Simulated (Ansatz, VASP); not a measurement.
SrO: VASP beside Ansatz

```
CELL_PARAMETERS angstrom
3.91736 0.00000 0.00000
-1.95868 3.39254 0.00000
0.00000 0.00000 9.58645
ATOMIC_POSITIONS crystal
Sr 0.00000 0.00000 0.99994
Sr 0.33333 0.66667 0.33328
Sr 0.66667 0.33333 0.66661
O 0.00000 0.00000 0.25006
O 0.33333 0.66667 0.58339
O 0.66667 0.33333 0.91672
```

Alike in both runs: functional PBEsol; k mesh 9 × 9 × 3; occupations gaussian, width 0.02 eV; no spin polarisation.

Ansatz relaxed the structure, and its values are those at the end. VASP's run is a single point on that final structure, the one shown.

```csv
,VASP,Ansatz
version,VASP 6.6.1,Ansatz 0.2.0
potentials or method,"VASP PAW PBE potentials, release 64 (Sr_sv, O), cutoff 520 eV","scalar-relativistic, plane waves, PAW"
valence electrons in the cell,48,48
```

|  | VASP | Ansatz | Ansatz less VASP |
| --- | --- | --- | --- |
| gap on the k mesh at the Fermi level (eV) | 2.48 | 2.48 | -0.005 |
| least direct gap on the mesh (eV) | 3.11 | 3.10 | -0.008 |
| pressure (GPa) | 0.6 | 0.0 | -0.55 |

VASP's potentials were made for PBE, not for PBEsol.
